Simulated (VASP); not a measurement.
Write the native input for VASP 6.6.1 that does the following.

```yaml
Task: single point
Functional: BLYP
Potentials_or_basis: VASP PAW PBE potentials, release 64 (K_sv, Mg, F)
Cutoff: 520 eV
k_mesh: 7 × 7 × 7
Occupations: fermi-dirac, width 0.05 eV
Spin: no spin polarisation
Dipole_correction: no
Further_INCAR_settings: ALGO = Normal; EDIFF = 1e-06; NBANDS = 24
```

The structure of KMgF3 lies in POSCAR:

```
KMgF3
1.0
    3.9859000000      0.0000000000      0.0000000000
    0.0000000000      3.9859000000      0.0000000000
    0.0000000000      0.0000000000      3.9859000000
K Mg F
1 1 3
Direct
    0.5000000000      0.5000000000      0.5000000000
    0.0000000000      0.0000000000      0.0000000000
    0.0000000000      0.0000000000      0.5000000000
    0.0000000000      0.5000000000      0.0000000000
    0.5000000000      0.0000000000      0.0000000000
```

One way to write it, as run:

INCAR

```
AGGAC = 1.0 ; AGGAX = 1.0
ALDAC = 0.0 ; ALDAX = 1.0
ALGO = Normal ; EDIFF = 1E-6
ENCUT = 520 ; GGA = B5
ISIF = 2 ; ISMEAR = -1
LASPH = True ; LCHARG = False
LREAL = False ; LWAVE = False
NBANDS = 24 ; NELM = 60
PREC = Accurate ; SIGMA = 0.05
```

KPOINTS

```
k-points
0
Gamma
  7 7 7
```

Potentials or basis: VASP PAW PBE potentials, release 64 (K_sv, Mg, F).

The run is started by

```bash
$ cat potpaw_PBE.64/K_sv/POTCAR potpaw_PBE.64/Mg/POTCAR potpaw_PBE.64/F/POTCAR > POTCAR
$ mpirun -np 1 vasp_std > vasp.out
```

It gave:

```
Pressure               : 4.6 GPa
Band gap on the k mesh : 7.47 eV (least direct gap 7.76 eV)
```

Caveat: the cell stands under pressure; the PAW data sets were made with another functional, which shifts forces and pressure a little; an odd mesh through Γ misses points on the zone boundary, where band edges can lie.

It took 43 s on 1 thread of Intel Xeon 8259CL, with other jobs on the host, peak memory 0.18 GiB.
